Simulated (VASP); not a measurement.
# Au (R-3m) in VASP: further runs

Au is run at these levels: LDA; tasks: single point.

Everything below comes from runs of VASP 6.6.1. Logs are shortened: lines on timing, memory, paths and dates and some standing lists are left out, and cuts for length are marked.

**1. The cell of the first run**

It takes space group R-3m (No. 166, trigonal). Conventional cell: a = 5.906 Å, b = 5.906 Å, c = 1.808 Å, α = 90.00°, β = 90.00°, γ = 120.00°. Within 2.4 Å of Au (site symmetry -3m) lie 2 Au at 1.81 Å.

**2. Single point, LDA**

INCAR reads:

```
SYSTEM = Au
ALGO     = Fast           ! electronic algorithm
EDIFF    = 1E-7           ! SCF threshold, eV
ENCUT    = 520            ! plane-wave cutoff, eV
GGA      = CA             ! functional
ISIF     = 2              ! what is computed and relaxed
ISMEAR   = 0              ! smearing method
LASPH    = .True.         ! aspherical terms in the spheres
LCHARG   = .True.         ! write CHGCAR
LELF     = .True.         ! ELF
LREAL    = .False.        ! projectors in reciprocal space
LVHAR    = .True.       
LWAVE    = .False.        ! write WAVECAR
NBANDS   = 12             ! bands
NELM     = 80             ! most SCF steps
PREC     = Accurate       ! precision mode
SIGMA    = 0.15           ! smearing width, eV
```

KPOINTS reads:

```
k-points
0
Gamma
  22 22 22
  0 0 0
```

POSCAR reads:

```
Au
1.0
   -2.4360327815      1.7400234154      1.7400234154
    1.7400234154     -2.4360327815      1.7400234154
    1.7400234154      1.7400234154     -2.4360327815
Au
1
Direct
    0.0000000000      0.0000000000      0.0000000000
```

Potentials or basis: VASP PAW LDA potentials, release 64 (Au).

The run is started by

```console
> cat potpaw_LDA.64/Au/POTCAR > POTCAR
> mpirun -np 1 vasp_std > vasp.out
```

OUTCAR:

```text
SYSTEM = Au
   EDIFF = 1E-7
   ENCUT = 520
   GGA = CA
   ISIF = 2
   ISMEAR = 0
   LASPH = .True.
   LREAL = .False.
   NELM = 80
   PREC = Accurate

 ion  position               nearest neighbor table
   1  0.000  0.000  0.000-

  LATTYP: Found a trigonal (rhomboedric) cell.
 ALAT       =     3.4626028771
 COS(alpha) =    -0.4545454545

  Lattice vectors:

 A1 = (  -2.4360327815,   1.7400234154,   1.7400234154)
 A2 = (   1.7400234154,  -2.4360327815,   1.7400234154)
 A3 = (   1.7400234154,   1.7400234154,  -2.4360327815)

Analysis of symmetry for initial positions (statically):
=====================================================================
 Subroutine PRICEL returns:
 Original cell was already a primitive cell.

 Routine SETGRP: Setting up the symmetry group for a
 trigonal (rhombohedral) supercell.

 Subroutine GETGRP returns: Found 12 space group operations
 (whereof 12 operations were pure point group operations)
 out of a pool of 12 trial point group operations.

The static configuration has the point symmetry D_3d.

Analysis of symmetry for dynamics (positions and initial velocities):
=====================================================================
 Subroutine PRICEL returns:
 Original cell was already a primitive cell.

 Routine SETGRP: Setting up the symmetry group for a
 trigonal (rhombohedral) supercell.

 Subroutine GETGRP returns: Found 12 space group operations
 (whereof 12 operations were pure point group operations)
 out of a pool of 12 trial point group operations.

The dynamic configuration has the point symmetry D_3d.

 Subroutine INISYM returns: Found 12 space group operations
 (whereof 12 operations are pure point group operations),
 and found     1 'primitive' translations

----------------------------------------------------------------------------------------

                                     Primitive cell

  volume of cell :      18.2070

  direct lattice vectors                    reciprocal lattice vectors
    -2.436032781  1.740023415  1.740023415     0.159640253  0.399100632  0.399100632
     1.740023415 -2.436032781  1.740023415     0.399100632  0.159640253  0.399100632
     1.740023415  1.740023415 -2.436032781     0.399100632  0.399100632  0.159640253

  length of vectors
     3.462602877  3.462602877  3.462602877     0.586555742  0.586555742  0.586555742

  position of ions in fractional coordinates (direct lattice)
     0.000000000  0.000000000  0.000000000

  ion indices of the primitive-cell ions
   primitive index   ion index
                 1           1

----------------------------------------------------------------------------------------

 KPOINTS: k-points

Automatic generation of k-mesh.
 Grid dimensions read from file:
 generate k-points for:   22   22   22

 Generating k-lattice:

  Cartesian coordinates                     Fractional coordinates (reciprocal lattice)
     0.007256375  0.018140938  0.018140938     0.045454545  0.000000000  0.000000000
     0.018140938  0.007256375  0.018140938     0.000000000  0.045454545  0.000000000
     0.018140938  0.018140938  0.007256375     0.000000000  0.000000000  0.045454545

  Length of vectors
     0.026661625  0.026661625  0.026661625

  Shift w.r.t. Gamma in fractional coordinates (k-lattice)
     0.000000000  0.000000000  0.000000000

 Subroutine IBZKPT returns following result:
 ===========================================

 Found   1024 irreducible k-points:

 Following reciprocal coordinates:
            Coordinates               Weight
  0.000000  0.000000  0.000000      1.000000
  0.045455  0.000000  0.000000      6.000000
  0.090909  0.000000  0.000000      6.000000
  0.136364  0.000000  0.000000      6.000000
  0.181818  0.000000  0.000000      6.000000
  0.227273  0.000000  0.000000      6.000000
[... 16 lines left out ...]
  0.500000  0.045455  0.000000     12.000000
 -0.454545  0.045455  0.000000     12.000000
 [... further k-points ...]
   k-points           NKPTS =   1024   k-points in BZ     NKDIM =   1024   number of bands    NBANDS=     12
   number of dos      NEDOS =    301   number of ions     NIONS =      1
   total plane-waves  NPLWV =  21952
   dimension x,y,z NGX =    28 NGY =   28 NGZ =   28
   dimension x,y,z NGXF=    56 NGYF=   56 NGZF=   56
   ions per type =               1
   NGX,Y,Z   is equivalent  to a cutoff of  13.44, 13.44, 13.44 a.u.
   NGXF,Y,Z  is equivalent  to a cutoff of  26.89, 26.89, 26.89 a.u.
 SYSTEM =  Au
   PREC   = accura    normal or accurate (medium, high low for compatibility)
   ISTART =      0    job   : 0-new  1-cont  2-samecut
   ICHARG =      2    charge: 1-file 2-atom 10-const
   ISPIN  =      1    spin polarized calculation?
   LNONCOLLINEAR =      F non collinear calculations
   LSORBIT =      F    spin-orbit coupling
   LASPH  =      T    aspherical Exc in radial PAW
   ENCUT  =  520.0 eV  38.22 Ry    6.18 a.u.   6.44  6.44  6.44*2*pi/ulx,y,z
   NELM   =     80;   NELMIN=  2; NELMDL= -5     # of ELM steps
   EDIFF  = 0.1E-06   stopping-criterion for ELM
   LREAL  =      F    real-space projection
   EDIFFG = 0.1E-05   stopping-criterion for IOM
   NSW    =      0    number of steps for IOM
   IBRION =     -1    ionic relax: 0-MD 1-quasi-New 2-CG
   NFREE  =      0    steps in history (QN), initial steepest desc. (CG)
   ISIF   =      2    stress and relaxation
   ISYM   =      2    0-nonsym 1-usesym 2-fastsym
   POTIM  = 0.5000    time-step for ionic-motion
   TEBEG  =    0.0;   TEEND  =   0.0 temperature during run
   PSTRESS=    0.0 pullay stress
   NELECT =      11.0000    total number of electrons
   NUPDOWN=      -1.0000    fix difference up-down
   EMIN   =  10.00;   EMAX   =-10.00  energy-range for DOS
   EFERMI =   0.00;   METHOD = LEGACY
   ISMEAR =     0;   SIGMA  =   0.15  broadening in eV -4-tet -1-fermi 0-gaus
   EFERMI_NEDOS =   21; number of points for ismear=-14 and -15
   IALGO  =     68    algorithm
   IMIX   =      4    mixing-type and parameters
     AMIX     =   0.40;   BMIX     =  1.00
     AMIX_MAG =   1.60;   BMIX_MAG =  1.00
  volume/ion in A,a.u.               =      18.21       122.87
  Fermi-wavevector in a.u.,A,eV,Ry     =   1.383968  2.615320 26.060157  1.915367
  Thomas-Fermi vector in A             =   2.508516
   LORBIT       =      0    0 simple, 1 ext, 2 COOP (PROOUT), +10 PAW based schemes
   GGA     = CA    functional components
   LHFCALC =     F    Hartree Fock is set to
   AEXX    =    0.0000 exact exchange contribution
   IVDW    =     0    specifies the selected vdW correction
   LEPSILON=     F    determine dielectric tensor
   LRPA    =     F    only Hartree local field effects (RPA)
 non-spin polarized calculation
 RMM-DIIS sequential band-by-band and
 Gauss-broadening in eV      SIGMA  =   0.15
  energy-cutoff  :      520.00
  volume of cell :       18.21
 maximum number of plane-waves:       507
 NGX is ok and might be reduce to    28
   NGX = 13   NGY = 13   NGZ = 13

 number of electron      10.9999999 magnetization

 Free energy of the ion-electron system (eV)
  ---------------------------------------------------
  ext. energy  EPLUGINS =         0.00000000
  ---------------------------------------------------
  free energy    TOTEN  =         5.61050067 eV

  energy without entropy =        5.61949978  energy(sigma->0) =        5.61500022

 E-fermi :   9.5722     XC(G=0): -12.1087

 val. band max:        9.5704686890   @ k =  -0.3182   0.3182   0.0455
 cond. band min:       9.5743861392   @ k =  -0.3636   0.1818   0.1364
 fundamental gap:      0.0039174502
 Fermi energy:         9.5722486488

 k-point     1 :       0.0000    0.0000    0.0000
  band No.  band energies     occupation
      1      -7.0834      2.00000
      2      -0.1746      2.00000
      3       1.7695      2.00000
      4       1.7695      2.00000
      5      10.3707      0.00000
      6      10.3707      0.00000
      7      18.0601      0.00000
      8      18.0601      0.00000
      9      19.1056      0.00000
     10      25.7875      0.00000
     11      25.7875      0.00000
     12      26.7297      0.00000

 k-point     2 :       0.0455    0.0000    0.0000
  band No.  band energies     occupation
      1      -6.7325      2.00000
      2      -0.0596      2.00000
      3       1.8251      2.00000
      4       1.8357      2.00000
      5       9.6366      0.54418
      6       9.6411      0.51628
      7      18.5823      0.00000
      8      18.6469      0.00000
      9      19.2071      0.00000
     10      25.8543      0.00000
     11      25.8898      0.00000
     12      26.8684      0.00000

 k-point     3 :       0.0909    0.0000    0.0000
  band No.  band energies     occupation
      1      -5.7046      2.00000
      2       0.2913      2.00000
      3       1.9902      2.00000
      4       2.0319      2.00000
      5       7.9452      2.00000
      6       7.9591      2.00000
      7      19.4457      0.00000
      8      19.5839      0.00000
      9      19.9498      0.00000
     10      26.0458      0.00000
     11      26.2264      0.00000
     12      27.3902      0.00000
[... 286 lines left out ...]
 k-point    23 :       0.5000    0.0455    0.0000
  band No.  band energies     occupation
      1      -3.8413      2.00000
      2      -3.6602      2.00000
      3       5.3635      2.00000
      4       5.6788      2.00000
      5       7.3569      2.00000
      6      14.3891      0.00000
      7      21.6359      0.00000
      8      22.6292      0.00000
      9      23.7283      0.00000
     10      28.1039      0.00000
     11      28.6165      0.00000
     12      31.0538      0.00000

 k-point    24 :      -0.4545    0.0455    0.0000
  band No.  band energies     occupation
      1      -3.3368      2.00000
      2      -3.1465      2.00000
      3       5.0567      2.00000
      4       5.3553      2.00000
      5       6.4973      2.00000
      6      13.5448      0.00000
      7      21.3749      0.00000
      8      22.3368      0.00000
      9      23.5910      0.00000
     10      28.0943      0.00000
     11      29.1486      0.00000
     12      30.1501      0.00000

 [... further k-points ...]

------------------------ aborting loop because EDIFF is reached ----------------------------------------

  FORCE on cell =-STRESS in cart. coord.  units (eV):
  Direction    XX          YY          ZZ          XY          YZ          ZX
  --------------------------------------------------------------------------------------
  -------------------------------------------------------------------------------------
  Total       22.8567051     22.8567051     22.8567051     22.4979603     22.4979603     22.4979603
  in kB     2011.3386323   2011.3386323   2011.3386323   1979.7698949   1979.7698949   1979.7698949
  external PRESSURE =    2011.3386323 kB  Pullay stress =       0.0000000 kB

 VOLUME and BASIS-vectors are now :
 -----------------------------------------------------------------------------
  energy-cutoff  :      520.00
  volume of cell :       18.21
      direct lattice vectors                 reciprocal lattice vectors
    -2.436032781  1.740023415  1.740023415     0.159640253  0.399100632  0.399100632
     1.740023415 -2.436032781  1.740023415     0.399100632  0.159640253  0.399100632
     1.740023415  1.740023415 -2.436032781     0.399100632  0.399100632  0.159640253

 POSITION                                       TOTAL-FORCE (eV/Angst)
 -----------------------------------------------------------------------------------
      0.00000      0.00000      0.00000        -0.000000     -0.000000      0.000000
 -----------------------------------------------------------------------------------
    total drift:                                0.000000     -0.000000      0.000000

  FREE ENERGIE OF THE ION-ELECTRON SYSTEM (eV)
  ---------------------------------------------------
  free  energy   TOTEN  =         5.6105006697 eV

  energy  without entropy=        5.6194997792  energy(sigma->0) =        5.61500022
```

Run time: 3.5 min. Hardware: 1 thread of Intel Xeon 6975P-C (Granite Rapids), shared host; peak memory 0.33 GiB.

Results:

```yaml
Free_energy: 5.6105 eV
Pressure: 201.1 GPa
```

Levels at points of the mesh, in eV from the Fermi level:
```
           k point  band 2  band 3  band 4  band 5  band 6  band 7  band 8  band 9  band 10  band 11
(0.00, 0.00, 0.00)   -9.75   -7.80   -7.80    0.80    0.80    8.49    8.49    9.53    16.22    16.22
(0.50, 0.00, 0.00)  -13.40   -4.10   -3.79   -1.97    4.96   12.36   13.45   14.40    18.66    18.79
(0.50, 0.50, 0.00)   -8.73   -6.64   -4.13   -3.10    0.81    0.84    4.53   11.50    18.76    19.94
(0.50, 0.50, 0.50)  -13.62   -3.80   -3.80   -0.86    9.36    9.36    9.46   14.51    14.51    20.47
```

Caveat: spin-orbit coupling is left out, which moves the levels of the heavy elements.

(Continued in part 2 of 2.)
